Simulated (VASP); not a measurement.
Input of a VASP 6.6.1 run:

INCAR

```
SYSTEM = B3N
ALGO = Normal
EDIFF = 1E-6
EDIFFG = -0.01
ENCUT = 600
GGA = PE
IBRION = 2
ISIF = 4
ISMEAR = 0
LASPH = .TRUE.
LCHARG = .FALSE.
LREAL = .FALSE.
LWAVE = .FALSE.
NELM = 60
NSW = 50
PREC = Accurate
SIGMA = 0.1
```

Contents of KPOINTS:

```
k-points
0
G
  10 8 10
  0 0 0
```

Contents of POSCAR:

```
B3N
1.0
    3.3308444771      0.0000000000      0.0000000000
    0.0000000000      4.3094315867      0.0000000000
    0.0000000000      0.0000000000      3.2940876916
B N
6 2
Direct
    0.5000000000      0.2828191592      0.2500000000
    0.0000000000      0.3044356415      0.7500000000
    0.2042393957      0.0000000000      0.0000000000
    0.7957606043      0.0000000000      0.5000000000
    0.0000000000      0.6955643585      0.2500000000
    0.5000000000      0.7171808408      0.7500000000
    0.7428143429      0.5000000000      0.0000000000
    0.2571856571      0.5000000000      0.5000000000
```

Potentials or basis: VASP PAW PBE potentials, release 64 (B, N).

Launch:

```sh
$ cat potpaw_PBE.64/B/POTCAR potpaw_PBE.64/N/POTCAR > POTCAR
$ mpirun -np 1 vasp_std > vasp.out
```

Problem. Predict the band gap on the k mesh.

Solution. Zero (bands 14 and 15 overlap by 0.65 eV).

Forces on the atoms (eV/Å):
```
B    0.000  0.003  0.000
B    0.000  0.002  0.000
B    0.000  0.000  0.000
B    0.000  0.000  0.000
B    0.000 -0.002  0.000
B    0.000 -0.003  0.000
N    0.002  0.000  0.000
N   -0.002  0.000  0.000
```

Caveat: semilocal functionals underestimate gaps, and a narrow one can read as zero.
